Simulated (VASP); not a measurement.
# Ga3As3CO in VASP: notebook

The runs below take Ga3As3CO through single point, with PBE+D3(BJ).

Program: VASP 6.6.1. These are calculated values, not measurements. Logs are shortened: lines on timing, memory, paths and dates and some standing lists are left out, and cuts for length are marked.

### Step 1. The cell of the first run

The cell holds a slab with vacuum, 8 atoms: a = 4.014 Å, b = 5.676 Å, c = 23.335 Å, α = 90.00°, β = 90.00°, γ = 90.00°.

### Step 2. Single point, PBE+D3(BJ)

Contents of INCAR:

```
SYSTEM = Ga3As3CO
  PREC = Accurate
  ENCUT = 520
  EDIFF = 1E-6
  ISMEAR = 0
  SIGMA = 0.05
  LREAL = .FALSE.
  LASPH = .TRUE.
  NELM = 80
  ALGO = Normal
  ISIF = 2
  LWAVE = .FALSE.
  LCHARG = .TRUE.
  LDIPOL = .TRUE.
  IDIPOL = 3
  DIPOL = 0.5 0.5 0.320
  GGA = PE
  IVDW = 12
  LELF = .TRUE.
  LVHAR = .TRUE.
  LVACPOTAV = .TRUE.
  NBANDS = 42
```

Contents of KPOINTS:

```
Automatic mesh
0
G
  7 5 1
  0 0 0
```

Contents of POSCAR:

```
Ga3As3CO
1.0
    4.0137031122      0.0000000000      0.0000000000
    0.0000000000      5.6762333766      0.0000000000
    0.0000000000      0.0000000000     23.3352699183
Ga As O C
3 3 1 1
Direct
    0.5000000000      0.5000000000      0.1714143446
    0.0000000000      0.0653835280      0.2680035050
    0.5000000000      0.4894639658      0.3228546360
    0.0000000000      0.2500000000      0.1714143446
    0.5000000000      0.8102208721      0.2504948971
    0.0000000000      0.2887573246      0.3593388869
    0.2500000000      0.5387573246      0.4836142868
    0.2500000000      0.5387573246      0.5328959109
```

Potentials or basis: VASP PAW PBE potentials, release 64 (Ga_d, As, O, C).

The run is started by

```sh
> cat potpaw_PBE.64/Ga_d/POTCAR potpaw_PBE.64/As/POTCAR potpaw_PBE.64/O/POTCAR potpaw_PBE.64/C/POTCAR > POTCAR
> mpirun -np 1 vasp_std > vasp.out
```

OUTCAR:

```text
SYSTEM = Ga3As3CO
   PREC = Accurate
   ENCUT = 520
   EDIFF = 1E-6
   ISMEAR = 0
   LREAL = .FALSE.
   LASPH = .TRUE.
   NELM = 80
   ISIF = 2
   GGA = PE
   IVDW = 12
 IVDW          = 12

 ion  position               nearest neighbor table
   1  0.500  0.500  0.171-   4 2.46   4 2.46   5 2.55
   2  0.000  0.065  0.268-   6 2.48   4 2.49   5 2.51   5 2.51
   3  0.500  0.489  0.323-   6 2.46   6 2.46   5 2.48
   4  0.000  0.250  0.171-   1 2.46   1 2.46   2 2.49
   5  0.500  0.810  0.250-   3 2.48   2 2.51   2 2.51   1 2.55
   6  0.000  0.289  0.359-   3 2.46   3 2.46   2 2.48
   7  0.250  0.539  0.484-   8 1.15
   8  0.250  0.539  0.533-   7 1.15

  LATTYP: Found a simple orthorhombic cell.
 ALAT       =     4.0137031122
 B/A-ratio  =     1.4142135624
 C/A-ratio  =     5.8139003474

  Lattice vectors:

 A1 = (   4.0137031122,   0.0000000000,   0.0000000000)
 A2 = (   0.0000000000,   5.6762333766,   0.0000000000)
 A3 = (   0.0000000000,   0.0000000000,  23.3352699183)

Analysis of symmetry for initial positions (statically):
=====================================================================
 Subroutine PRICEL returns:
 Original cell was already a primitive cell.

 Routine SETGRP: Setting up the symmetry group for a
 simple orthorhombic supercell.

 Subroutine GETGRP returns: Found  1 space group operations
 (whereof  1 operations were pure point group operations)
 out of a pool of  8 trial point group operations.

The static configuration has the point symmetry C_1 .

Analysis of symmetry for dynamics (positions and initial velocities):
=====================================================================
 Subroutine PRICEL returns:
 Original cell was already a primitive cell.

 Routine SETGRP: Setting up the symmetry group for a
 simple orthorhombic supercell.

 Subroutine GETGRP returns: Found  1 space group operations
 (whereof  1 operations were pure point group operations)
 out of a pool of  8 trial point group operations.

The dynamic configuration has the point symmetry C_1 .

 Subroutine INISYM returns: Found  1 space group operations
 (whereof  1 operations are pure point group operations),
 and found     1 'primitive' translations

----------------------------------------------------------------------------------------

                                     Primitive cell

  volume of cell :     531.6408

  direct lattice vectors                    reciprocal lattice vectors
     4.013703112  0.000000000  0.000000000     0.249146479  0.000000000  0.000000000
     0.000000000  5.676233377  0.000000000     0.000000000  0.176173165  0.000000000
     0.000000000  0.000000000 23.335269918     0.000000000  0.000000000  0.042853586

  length of vectors
     4.013703112  5.676233377 23.335269918     0.249146479  0.176173165  0.042853586

  position of ions in fractional coordinates (direct lattice)
     0.500000000  0.500000000  0.171414345
     0.000000000  0.065383528  0.268003505
     0.500000000  0.489463966  0.322854636
     0.000000000  0.250000000  0.171414345
     0.500000000  0.810220872  0.250494897
     0.000000000  0.288757325  0.359338887
     0.250000000  0.538757325  0.483614287
     0.250000000  0.538757325  0.532895911

  ion indices of the primitive-cell ions
   primitive index   ion index
                 1           1
                 2           2
                 3           3
                 4           4
                 5           5
                 6           6
                 7           7
                 8           8

----------------------------------------------------------------------------------------

 KPOINTS: Automatic mesh

Automatic generation of k-mesh.
 Grid dimensions read from file:
 generate k-points for:    7    5    1

 Generating k-lattice:

  Cartesian coordinates                     Fractional coordinates (reciprocal lattice)
     0.035592354  0.000000000  0.000000000     0.142857143  0.000000000  0.000000000
     0.000000000  0.035234633  0.000000000     0.000000000  0.200000000  0.000000000
     0.000000000  0.000000000  0.042853586     0.000000000  0.000000000  1.000000000

  Length of vectors
     0.035592354  0.035234633  0.042853586

  Shift w.r.t. Gamma in fractional coordinates (k-lattice)
     0.000000000  0.000000000  0.000000000

 Subroutine IBZKPT returns following result:
 ===========================================

 Found     18 irreducible k-points:

 Following reciprocal coordinates:
            Coordinates               Weight
  0.000000  0.000000  0.000000      1.000000
  0.142857  0.000000  0.000000      2.000000
  0.285714  0.000000  0.000000      2.000000
  0.428571  0.000000  0.000000      2.000000
  0.000000  0.200000  0.000000      2.000000
  0.142857  0.200000  0.000000      2.000000
[... 10 lines left out ...]
  0.428571  0.400000  0.000000      2.000000
  0.428571 -0.400000  0.000000      2.000000
   k-points           NKPTS =     18   k-points in BZ     NKDIM =     18   number of bands    NBANDS=     42
   number of dos      NEDOS =    301   number of ions     NIONS =      8
   total plane-waves  NPLWV = 226800
   dimension x,y,z NGX =    30 NGY =   42 NGZ =  180
   dimension x,y,z NGXF=    60 NGYF=   84 NGZF=  360
   ions per type =               3   3   1   1
   NGX,Y,Z   is equivalent  to a cutoff of  12.43, 12.30, 12.82 a.u.
   NGXF,Y,Z  is equivalent  to a cutoff of  24.85, 24.60, 25.65 a.u.
 SYSTEM =  Ga3As3CO
   PREC   = accura    normal or accurate (medium, high low for compatibility)
   ISTART =      0    job   : 0-new  1-cont  2-samecut
   ICHARG =      2    charge: 1-file 2-atom 10-const
   ISPIN  =      1    spin polarized calculation?
   LNONCOLLINEAR =      F non collinear calculations
   LSORBIT =      F    spin-orbit coupling
   LASPH  =      T    aspherical Exc in radial PAW
   ENCUT  =  520.0 eV  38.22 Ry    6.18 a.u.   7.46 10.55 43.39*2*pi/ulx,y,z
   NELM   =     80;   NELMIN=  2; NELMDL= -5     # of ELM steps
   EDIFF  = 0.1E-05   stopping-criterion for ELM
   LREAL  =      F    real-space projection
   EDIFFG = 0.1E-04   stopping-criterion for IOM
   NSW    =      0    number of steps for IOM
   IBRION =     -1    ionic relax: 0-MD 1-quasi-New 2-CG
   NFREE  =      0    steps in history (QN), initial steepest desc. (CG)
   ISIF   =      2    stress and relaxation
   ISYM   =      2    0-nonsym 1-usesym 2-fastsym
   POTIM  = 0.5000    time-step for ionic-motion
   TEBEG  =    0.0;   TEEND  =   0.0 temperature during run
   PSTRESS=    0.0 pullay stress
   NELECT =      64.0000    total number of electrons
   NUPDOWN=      -1.0000    fix difference up-down
   EMIN   =  10.00;   EMAX   =-10.00  energy-range for DOS
   EFERMI =   0.00;   METHOD = LEGACY
   ISMEAR =     0;   SIGMA  =   0.05  broadening in eV -4-tet -1-fermi 0-gaus
   EFERMI_NEDOS =   21; number of points for ismear=-14 and -15
   IALGO  =     38    algorithm
   IMIX   =      4    mixing-type and parameters
     AMIX     =   0.40;   BMIX     =  1.00
     AMIX_MAG =   1.60;   BMIX_MAG =  1.00
  volume/ion in A,a.u.               =      66.46       448.46
  Fermi-wavevector in a.u.,A,eV,Ry     =   0.808342  1.527546  8.890285  0.653418
  Thomas-Fermi vector in A             =   1.917130
   LORBIT       =      0    0 simple, 1 ext, 2 COOP (PROOUT), +10 PAW based schemes
   GGA     = PE    functional components
   LHFCALC =     F    Hartree Fock is set to
   AEXX    =    0.0000 exact exchange contribution
   IVDW    =    12    specifies the selected vdW correction
   LEPSILON=     F    determine dielectric tensor
   LRPA    =     F    only Hartree local field effects (RPA)
 non-spin polarized calculation
 Gauss-broadening in eV      SIGMA  =   0.05
  energy-cutoff  :      520.00
  volume of cell :      531.64
 maximum number of plane-waves:     14367
 NGX is ok and might be reduce to    30
   NGX = 15   NGY = 21   NGZ = 87

 dipolmoment           0.000000      0.000000     -0.001114 electrons x Angstroem

 number of electron      64.0000019 magnetization

 dipolmoment           0.000000      0.000000      0.045903 electrons x Angstroem

 Free energy of the ion-electron system (eV)
  ---------------------------------------------------
  ext. energy  EPLUGINS =         0.00000000
  ---------------------------------------------------
  free energy    TOTEN  =       -37.52442292 eV

  energy without entropy =      -37.52442292  energy(sigma->0) =      -37.52442292

 E-fermi :  -2.0568     XC(G=0):  -3.7853

 val. band max:       -2.2555753536   @ k =   0.0000   0.0000   0.0000
 cond. band min:      -1.8534807475   @ k =   0.4286   0.0000   0.0000
 fundamental gap:      0.4020946061
 Fermi energy:        -2.0567629993

 k-point     1 :       0.0000    0.0000    0.0000
  band No.  band energies     occupation
      1     -26.7947      2.00000
      2     -17.2409      2.00000
      3     -17.1754      2.00000
      4     -17.1613      2.00000
      5     -17.1392      2.00000
      6     -17.1194      2.00000
[... 34 lines left out ...]
     41       2.1827      0.00000
     42       2.2325      0.00000

 k-point     2 :       0.1429    0.0000    0.0000
  band No.  band energies     occupation
      1     -26.7931      2.00000
      2     -17.2377      2.00000
      3     -17.1727      2.00000
      4     -17.1607      2.00000
      5     -17.1384      2.00000
      6     -17.1220      2.00000
[... 34 lines left out ...]
     41       1.9855      0.00000
     42       2.2774      0.00000

 k-point     3 :       0.2857    0.0000    0.0000
  band No.  band energies     occupation
      1     -26.7894      2.00000
      2     -17.2307      2.00000
      3     -17.1666      2.00000
      4     -17.1587      2.00000
      5     -17.1365      2.00000
      6     -17.1289      2.00000
[... 34 lines left out ...]
     41       2.3331      0.00000
     42       2.8021      0.00000

 k-point     4 :       0.4286    0.0000    0.0000
  band No.  band energies     occupation
      1     -26.7864      2.00000
      2     -17.2251      2.00000
      3     -17.1615      2.00000
      4     -17.1558      2.00000
      5     -17.1374      2.00000
      6     -17.1349      2.00000
[... 574 lines left out ...]
     41       2.7306      0.00000
     42       3.1416      0.00000

 k-point    17 :       0.4286    0.4000    0.0000
  band No.  band energies     occupation
      1     -26.7862      2.00000
      2     -17.2220      2.00000
      3     -17.1610      2.00000
      4     -17.1557      2.00000
      5     -17.1374      2.00000
      6     -17.1354      2.00000
[... 34 lines left out ...]
     41       2.7400      0.00000
     42       3.1028      0.00000

 k-point    18 :       0.4286   -0.4000    0.0000
  band No.  band energies     occupation
      1     -26.7862      2.00000
      2     -17.2220      2.00000
      3     -17.1610      2.00000
      4     -17.1558      2.00000
      5     -17.1374      2.00000
      6     -17.1354      2.00000
[... 34 lines left out ...]
     41       2.7552      0.00000
     42       3.0727      0.00000

------------------------ aborting loop because EDIFF is reached ----------------------------------------

 Edisp (eV)   -1.27600

 E8    (eV) :    -0.5779

  FORCE on cell =-STRESS in cart. coord.  units (eV):
  Direction    XX          YY          ZZ          XY          YZ          ZX
  --------------------------------------------------------------------------------------
  -------------------------------------------------------------------------------------
  Total      -2.08011    -2.59787    -0.59683     0.07172     0.11886     0.10854
  in kB      -6.26872    -7.82905    -1.79862     0.21613     0.35821     0.32711
  external pressure =       -5.30 kB  Pullay stress =        0.00 kB

 VOLUME and BASIS-vectors are now :
 -----------------------------------------------------------------------------
  energy-cutoff  :      520.00
  volume of cell :      531.64
      direct lattice vectors                 reciprocal lattice vectors
     4.013703112  0.000000000  0.000000000     0.249146479  0.000000000  0.000000000
     0.000000000  5.676233377  0.000000000     0.000000000  0.176173165  0.000000000
     0.000000000  0.000000000 23.335269918     0.000000000  0.000000000  0.042853586

 POSITION                                       TOTAL-FORCE (eV/Angst)
 -----------------------------------------------------------------------------------
      2.00685      2.83812      4.00000        -0.001186     -0.313628      1.034335
      0.00000      0.37113      6.25393        -0.010883      0.002111      0.024411
      2.00685      2.77831      7.53390         0.002148     -0.000742      0.006013
      0.00000      1.41906      4.00000         0.001766      0.312554     -1.069470
      2.00685      4.59900      5.84537         0.001007      0.003532     -0.014756
      0.00000      1.63905      8.38527        -0.027248     -0.052122     -0.026836
      1.00343      3.05811     11.28527         0.040971      0.059460      0.749137
      1.00343      3.05811     12.43527        -0.006575     -0.011164     -0.702834
 -----------------------------------------------------------------------------------
    total drift:                                0.000032     -0.000979     -0.001942

  FREE ENERGIE OF THE ION-ELECTRON SYSTEM (eV)
  ---------------------------------------------------
  free  energy   TOTEN  =       -38.8004208876 eV

  energy  without entropy=      -38.8004208874  energy(sigma->0) =      -38.80042089

 vacuum level on the upper side and lower side of the slab         2.748         2.384
```

Wall time 21 min (1 thread of Intel Xeon 8259CL, shared host); peak memory 0.74 GiB.

What came out:

* Free energy: -38.8004 eV
* Largest force: 1.114 eV/Å
* Band gap on the k mesh: 0.40 eV (least direct gap 0.75 eV)
* Dispersion energy per atom: -0.160 eV

Forces in eV/Å, atoms in the order of the input:
```
Ga  -0.001 -0.314  1.034
Ga  -0.011  0.002  0.024
Ga   0.002 -0.001  0.006
As   0.002  0.313 -1.069
As   0.001  0.004 -0.015
As  -0.027 -0.052 -0.027
O    0.041  0.059  0.749
C   -0.007 -0.011 -0.703
```

Caveat: semilocal functionals underestimate gaps, and a narrow one can read as zero.

### Step 3. Single point, PBE+D3(BJ)

Contents of INCAR:

```
PREC     = Accurate       # precision mode
ENCUT    = 520            # plane-wave cutoff, eV
EDIFF    = 1E-6           # SCF threshold, eV
ISMEAR   = 0              # smearing method
SIGMA    = 0.05           # smearing width, eV
LREAL    = False          # projectors in reciprocal space
LASPH    = True           # aspherical terms in the spheres
NELM     = 60             # most SCF steps
ALGO     = Normal         # electronic algorithm
ISIF     = 2              # what is computed and relaxed
LWAVE    = False          # write WAVECAR
LCHARG   = False          # write CHGCAR
LDIPOL   = True         
IDIPOL   = 3            
DIPOL    = 0.5 0.5 0.320
GGA      = PE             # functional
IVDW     = 12             # dispersion correction
NBANDS   = 42             # bands
```

Contents of KPOINTS:

```
Automatic mesh
0
Gamma
  7 5 1
```

Changes to POSCAR since step 2:

```diff
@@ -14,3 +14,3 @@
     0.0000000000      0.2887573246      0.3593388869
-    0.2500000000      0.5387573246      0.4836142868
-    0.2500000000      0.5387573246      0.5328959109
+    0.2500000000      1.0387573246      0.4836142868
+    0.2500000000      1.0387573246      0.5328959109
```

Potentials or basis: VASP PAW PBE potentials, release 64 (Ga_d, As, O, C).

The run is started by

```sh
> cat potpaw_PBE.64/Ga_d/POTCAR potpaw_PBE.64/As/POTCAR potpaw_PBE.64/O/POTCAR potpaw_PBE.64/C/POTCAR > POTCAR
> mpirun -np 1 vasp_std > vasp.out
```

Run time: 25 min. Hardware: 1 thread of Intel Xeon 8259CL, shared host; peak memory 0.76 GiB.

Results (log left out):

| Property | Result |
| --- | --- |
| Free energy | -38.7866 eV |
| Largest force | 1.109 eV/Å |
| Band gap on the k mesh | 0.40 eV (least direct gap 0.76 eV) |
| Dispersion energy per atom | -0.159 eV |

Forces on the atoms (eV/Å):
```
Ga   0.000 -0.312  1.027
Ga  -0.002 -0.005  0.011
Ga   0.009  0.001 -0.006
As   0.000  0.320 -1.062
As  -0.004  0.017 -0.009
As  -0.049  0.032 -0.020
O    0.056 -0.067  0.769
C   -0.010  0.014 -0.710
```

Levels at points of the mesh, in eV from the valence-band top:
| k point | band 30 | band 31 | band 32 | band 33 | band 34 | band 35 |
| --- | --- | --- | --- | --- | --- | --- |
| (0.00, 0.00, 0.00) | -0.89 | -0.85 | 0.00 | 0.76 | 1.63 | 2.28 |

Caveat: semilocal functionals underestimate gaps, and a narrow one can read as zero.
